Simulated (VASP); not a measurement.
# Si3N4 (I-43d) in VASP: relaxation of the atoms with r2SCAN

Aim: the relaxation of the atoms of Si3N4 with r2SCAN.

All numbers are computed with VASP 6.6.1; they aren't measurements. Logs are shortened: lines on timing, memory, paths and dates and some standing lists are left out, and cuts for length are marked.

### 1 The cell of the first run

Symmetry: I-43d, No. 220, cubic system. The conventional cell has a = 6.311 Å, b = 6.311 Å, c = 6.311 Å, α = 90.00°, β = 90.00°, γ = 90.00°. Within 2.3 Å of Si (site symmetry -4) lie 4 N at 1.71 Å. N (site symmetry 3) has 3 Si at 1.71 Å within 2.3 Å.

### 2 Relaxation of the atoms, r2SCAN

The input, POSCAR:

```
Si3N4
1.0
   -3.1553441600      3.1553441600      3.1553441600
    3.1553441600     -3.1553441600      3.1553441600
    3.1553441600      3.1553441600     -3.1553441600
Si N
6 8
Direct
    0.2500000000      0.1250000000      0.8750000000
    0.8750000000      0.2500000000      0.1250000000
    0.7500000000      0.3750000000      0.6250000000
    0.6250000000      0.7500000000      0.3750000000
    0.1250000000      0.8750000000      0.2500000000
    0.3750000000      0.6250000000      0.7500000000
    0.5624462500      0.5624462500      0.5624462500
    0.4375537500      0.5000000000      0.0000000000
    0.5000000000      0.0000000000      0.9375537500
    0.0000000000      0.4375537500      0.5000000000
    0.9375537500      0.5000000000      0.0000000000
    0.0624462500      0.0624462500      0.0624462500
    0.0000000000      0.9375537500      0.5000000000
    0.5000000000      0.0000000000      0.4375537500
```

The input, INCAR.step1:

```
SYSTEM = Si3N4
  PREC = Accurate
  ENCUT = 520
  ISMEAR = -1
  SIGMA = 0.02
  LREAL = .FALSE.
  LASPH = .TRUE.
  NELM = 100
  GGA = PE
  ALGO = Normal
  EDIFF = 1E-4
  LWAVE = .TRUE.
  LCHARG = .FALSE.
  KPAR = 4
```

The input, INCAR.step2:

```
SYSTEM = Si3N4
  PREC = Accurate
  ENCUT = 520
  EDIFF = 1E-6
  ISMEAR = -1
  SIGMA = 0.02
  LREAL = .FALSE.
  LASPH = .TRUE.
  NELM = 100
  ALGO = Normal
  ISIF = 2
  LWAVE = .FALSE.
  LCHARG = .FALSE.
  METAGGA = R2SCAN
  LMIXTAU = .TRUE.
  IBRION = 2
  NSW = 50
  EDIFFG = -0.01
  ISTART = 1
  KPAR = 4
```

The input, KPOINTS:

```
Automatic mesh
0
G
  6 6 6
  0 0 0
```

Potentials or basis: VASP PAW PBE potentials, release 64 (Si, N).

The run is started by

```bash
cat potpaw_PBE.64/Si/POTCAR potpaw_PBE.64/N/POTCAR > POTCAR
cp INCAR.step1 INCAR
mpirun -np 4 vasp_std > vasp.out
cp INCAR.step2 INCAR
mpirun -np 4 vasp_std > vasp.out
```

OUTCAR:

```text
SYSTEM = Si3N4
   PREC = Accurate
   ENCUT = 520
   EDIFF = 1E-6
   ISMEAR = -1
   LREAL = .FALSE.
   LASPH = .TRUE.
   NELM = 100
   ISIF = 2
   METAGGA = R2SCAN
   IBRION = 2
   NSW = 50
   EDIFFG = -0.01
   ISTART = 1

 ion  position               nearest neighbor table
   1  0.250  0.125  0.875-   8 1.71   9 1.71  12 1.71  13 1.71   6 2.95   2 2.95   4 2.95   2 2.95
                             5 2.95   4 2.95   6 2.95   5 2.95
   2  0.875  0.250  0.125-  10 1.71   9 1.71  11 1.71  12 1.71   1 2.95   3 2.95   6 2.95   3 2.95
                             1 2.95   5 2.95   5 2.95   6 2.95
   3  0.750  0.375  0.625-  11 1.71  10 1.71   7 1.71  14 1.71   2 2.95   4 2.95   5 2.95   2 2.95
                             4 2.95   6 2.95   6 2.95   5 2.95
   4  0.625  0.750  0.375-  13 1.71   8 1.71   7 1.71  14 1.71   6 2.95   1 2.95   3 2.95   3 2.95
                             5 2.95   1 2.95   6 2.95   5 2.95
   5  0.125  0.875  0.250-  14 1.71  12 1.71  13 1.71  11 1.71   1 2.95   3 2.95   4 2.95   2 2.95
                             4 2.95   2 2.95   1 2.95   3 2.95
   6  0.375  0.625  0.750-   9 1.71   8 1.71   7 1.71  10 1.71   4 2.95   1 2.95   2 2.95   3 2.95
                             2 2.95   4 2.95   3 2.95   1 2.95
   7  0.562  0.562  0.562-   3 1.71   4 1.71   6 1.71
   8  0.438  0.500  0.000-   1 1.71   4 1.71   6 1.71
   9  0.500  0.000  0.938-   6 1.71   2 1.71   1 1.71
  10  0.000  0.438  0.500-   2 1.71   3 1.71   6 1.71
  11  0.938  0.500  0.000-   3 1.71   2 1.71   5 1.71
  12  0.062  0.062  0.062-   1 1.71   2 1.71   5 1.71
  13  0.000  0.938  0.500-   4 1.71   1 1.71   5 1.71
  14  0.500  0.000  0.438-   5 1.71   4 1.71   3 1.71

  LATTYP: Found a body centered cubic cell.
 ALAT       =     6.3106883200

  Lattice vectors:

 A1 = (  -3.1553441600,   3.1553441600,   3.1553441600)
 A2 = (   3.1553441600,  -3.1553441600,   3.1553441600)
 A3 = (   3.1553441600,   3.1553441600,  -3.1553441600)

Analysis of symmetry for initial positions (statically):
=====================================================================
 Subroutine PRICEL returns:
 Original cell was already a primitive cell.

 Routine SETGRP: Setting up the symmetry group for a
 body centered cubic supercell.

 Subroutine GETGRP returns: Found 24 space group operations
 (whereof  3 operations were pure point group operations)
 out of a pool of 48 trial point group operations.

The static configuration has the point symmetry C_3 .
 The point group associated with its full space group is T_d .

Analysis of symmetry for dynamics (positions and initial velocities):
=====================================================================
 Subroutine PRICEL returns:
 Original cell was already a primitive cell.

 Routine SETGRP: Setting up the symmetry group for a
 body centered cubic supercell.

 Subroutine GETGRP returns: Found 24 space group operations
 (whereof  3 operations were pure point group operations)
[... 115 lines left out ...]
   LASPH  =      T    aspherical Exc in radial PAW
   ENCUT  =  520.0 eV  38.22 Ry    6.18 a.u.  10.16 10.16 10.16*2*pi/ulx,y,z
   NELM   =    100;   NELMIN=  2; NELMDL=  0     # of ELM steps
   EDIFF  = 0.1E-05   stopping-criterion for ELM
   LREAL  =      F    real-space projection
   EDIFFG = -.1E-01   stopping-criterion for IOM
   NSW    =     50    number of steps for IOM
   IBRION =      2    ionic relax: 0-MD 1-quasi-New 2-CG
   NFREE  =      1    steps in history (QN), initial steepest desc. (CG)
   ISIF   =      2    stress and relaxation
   ISYM   =      2    0-nonsym 1-usesym 2-fastsym
   POTIM  = 0.5000    time-step for ionic-motion
   TEBEG  =    0.0;   TEEND  =   0.0 temperature during run
   PSTRESS=    0.0 pullay stress
   NELECT =      64.0000    total number of electrons
   NUPDOWN=      -1.0000    fix difference up-down
   EMIN   =  10.00;   EMAX   =-10.00  energy-range for DOS
   EFERMI =   0.00;   METHOD = LEGACY
   ISMEAR =    -1;   SIGMA  =   0.02  broadening in eV -4-tet -1-fermi 0-gaus
   EFERMI_NEDOS =   21; number of points for ismear=-14 and -15
   IALGO  =     38    algorithm
   IMIX   =      4    mixing-type and parameters
     AMIX     =   0.40;   BMIX     =  1.00
     AMIX_MAG =   1.60;   BMIX_MAG =  1.00
  volume/ion in A,a.u.               =       8.98        60.57
  Fermi-wavevector in a.u.,A,eV,Ry     =   1.307379  2.470588 23.255611  1.709239
  Thomas-Fermi vector in A             =   2.438117
   LORBIT       =      0    0 simple, 1 ext, 2 COOP (PROOUT), +10 PAW based schemes
   METAGGA = R2SCAN    functional components
   LHFCALC =     F    Hartree Fock is set to
   AEXX    =    0.0000 exact exchange contribution
   IVDW    =     0    specifies the selected vdW correction
   LEPSILON=     F    determine dielectric tensor
   LRPA    =     F    only Hartree local field effects (RPA)
 conjugate gradient relaxation of ions
 non-spin polarized calculation
  energy-cutoff  :      520.00
  volume of cell :      125.66
 maximum number of plane-waves:      3398
 NGX is ok and might be reduce to    42
   NGX = 21   NGY = 21   NGZ = 21

--------------------------------------- Ionic step        1  -------------------------------------------

 number of electron      64.0000008 magnetization

 Free energy of the ion-electron system (eV)
  ---------------------------------------------------
  ext. energy  EPLUGINS =         0.00000000
  ---------------------------------------------------
  free energy    TOTEN  =      -142.28616416 eV

  energy without entropy =     -142.28616416  energy(sigma->0) =     -142.28616416

------------------------ aborting loop because EDIFF is reached ----------------------------------------

  FORCE on cell =-STRESS in cart. coord.  units (eV):
  Direction    XX          YY          ZZ          XY          YZ          ZX
  --------------------------------------------------------------------------------------
  -------------------------------------------------------------------------------------
  Total       15.5217814     15.5217814     15.5217814      0.0000000      0.0000000      0.0000000
  in kB      197.9028042    197.9028042    197.9028042      0.0000000      0.0000000      0.0000000
  external PRESSURE =     197.9028042 kB  Pullay stress =       0.0000000 kB
[... 83 lines left out ...]
--------------------------------------- Ionic step        3  -------------------------------------------

 number of electron      64.0000011 magnetization

 Free energy of the ion-electron system (eV)
  ---------------------------------------------------
  ext. energy  EPLUGINS =         0.00000000
  ---------------------------------------------------
  free energy    TOTEN  =      -142.30549145 eV

  energy without entropy =     -142.30549145  energy(sigma->0) =     -142.30549145

 E-fermi :   8.8643     XC(G=0): -12.3081

 val. band max:        8.3613027264   @ k =   0.3333   0.3333   0.0000
 cond. band min:      13.2437594924   @ k =  -0.1667   0.1667   0.1667
 fundamental gap:      4.8824567660
 Fermi energy:         8.8642517608

 k-point     1 :       0.0000    0.0000    0.0000
  band No.  band energies     occupation
      1     -11.3027      2.00000
      2      -8.1242      2.00000
      3      -8.1242      2.00000
      4      -8.1242      2.00000
      5      -7.6297      2.00000
      6      -7.6297      2.00000
[... 718 lines left out ...]
  FREE ENERGIE OF THE ION-ELECTRON SYSTEM (eV)
  ---------------------------------------------------
  free  energy   TOTEN  =      -142.3054914495 eV

  energy  without entropy=     -142.3054914495  energy(sigma->0) =     -142.30549145

 reached required accuracy - stopping structural energy minimisation
```

Wall time 5.6 min (4 MPI ranks of AMD EPYC 7R43 (Zen 3), shared host); peak memory 0.27 GiB.

What came out:

```
Free energy               : -142.3055 eV
Energy gained by relaxing : 1.4 meV/atom
Ionic steps               : 3
Pressure after relaxing   : 18.9 GPa
Band gap on the k mesh    : 4.88 eV (least direct gap 5.11 eV)
```

Step by step:
```
step  energy change (eV)  largest force (eV/Å)  pressure (GPa)
   1              0.0000                0.1702           19.79
   2             -0.0096                0.1211           19.53
   3             -0.0193                0.0001           18.87
```

Final structure:
```
CELL_PARAMETERS angstrom
-3.15534 3.15534 3.15534
3.15534 -3.15534 3.15534
3.15534 3.15534 -3.15534
ATOMIC_POSITIONS crystal
Si 0.25000 0.12500 0.87500
Si 0.87500 0.25000 0.12500
Si 0.75000 0.37500 0.62500
Si 0.62500 0.75000 0.37500
Si 0.12500 0.87500 0.25000
Si 0.37500 0.62500 0.75000
N 0.55723 0.55723 0.55723
N 0.44277 0.50000 0.00000
N 0.50000 0.00000 0.94277
N 0.00000 0.44277 0.50000
N 0.94277 0.50000 0.00000
N 0.05723 0.05723 0.05723
N 0.00000 0.94277 0.50000
N 0.50000 0.00000 0.44277
```

Levels at points of the mesh, in eV from the valence-band top:
| k point | band 28 | band 29 | band 30 | band 31 | band 32 | band 33 | band 34 | band 35 | band 36 | band 37 |
| --- | --- | --- | --- | --- | --- | --- | --- | --- | --- | --- |
| (0.00, 0.00, 0.00) | -2.10 | -0.15 | -0.15 | -0.15 | -0.05 | 5.25 | 5.25 | 5.83 | 5.83 | 5.83 |
| (0.50, 0.00, 0.00) | -2.16 | -1.39 | -1.39 | -0.01 | -0.01 | 5.90 | 5.90 | 7.26 | 7.26 | 7.59 |
| (0.50, 0.50, 0.50) | -2.15 | -2.15 | -2.15 | -1.32 | -1.32 | 6.40 | 6.40 | 6.40 | 6.40 | 6.40 |

Caveat: the PAW data sets were made with another functional, which shifts forces and pressure a little. r2SCAN opens gaps a little over a GGA but as a rule still falls short of measured ones.
